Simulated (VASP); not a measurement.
Write the native input for VASP 6.6.1 that does the following.

- Task: single point
- Functional: PBE
- Potentials or basis: VASP PAW PBE potentials, release 64 (Co, Sb, N)
- Cutoff: 600 eV
- k mesh: 4 × 4 × 4
- Occupations: gaussian, width 0.1 eV
- Spin: collinear spin, ferromagnetic start
- Starting moments: [3.0, 3.0, 3.0, 0.0, 0.0] μB
- Dipole correction: no
- Further INCAR settings: ALGO = Normal; EDIFF = 1e-06; NBANDS = 30

The structure of Co3SbN lies in POSCAR:

```
Co3SbN
1.0
    4.8666627440      0.0000000000      0.0000000000
    0.0000000000      4.8666627440      0.0000000000
    0.0000000000      0.0000000000      4.8666627440
Co Sb N
3 1 1
Direct
    0.0000000000      0.0000000000      0.5000000000
    0.0000000000      0.5000000000      0.0000000000
    0.5000000000      0.0000000000      0.0000000000
    0.0000000000      0.0000000000      0.0000000000
    0.5000000000      0.5000000000      0.5000000000
```

The cell was built from a structure type or drawn by symmetry, and may not be a known phase.

These files were run (other wordings do the same):

INCAR

```
PREC = Accurate
ENCUT = 600
EDIFF = 1E-6
ISMEAR = 0
SIGMA = 0.1
LREAL = F
LASPH = T
NELM = 200
ALGO = Normal
ISIF = 2
LWAVE = F
LCHARG = T
ISPIN = 2
MAGMOM = 3 3 3 0 0
LORBIT = 11
LMAXMIX = 4
GGA = PE
LELF = T
LVHAR = T
NBANDS = 30
GGA_COMPAT = F
```

KPOINTS

```
Automatic mesh
0
Gamma
  4 4 4
```

Potentials or basis: VASP PAW PBE potentials, release 64 (Co, Sb, N).

Launch:

```sh
$ cat potpaw_PBE.64/Co/POTCAR potpaw_PBE.64/Sb/POTCAR potpaw_PBE.64/N/POTCAR > POTCAR
$ mpirun -np 1 vasp_std > vasp.out
```

Results of the run:

```yaml
Pressure: -4.1 GPa
Net_moment: 5.79 μB per cell
Site_moments: Co +1.88; Sb +0.01; N +0.04 μB
Valence_electrons_inside_the_program's_atomic_spheres: Co 7.83; Sb 2.68; N 3.25
```

Caveat: the cell stands under tension.

Run time: 4.7 min on 1 thread of Intel Xeon 8259CL, with other jobs on the host, peak memory 0.33 GiB.
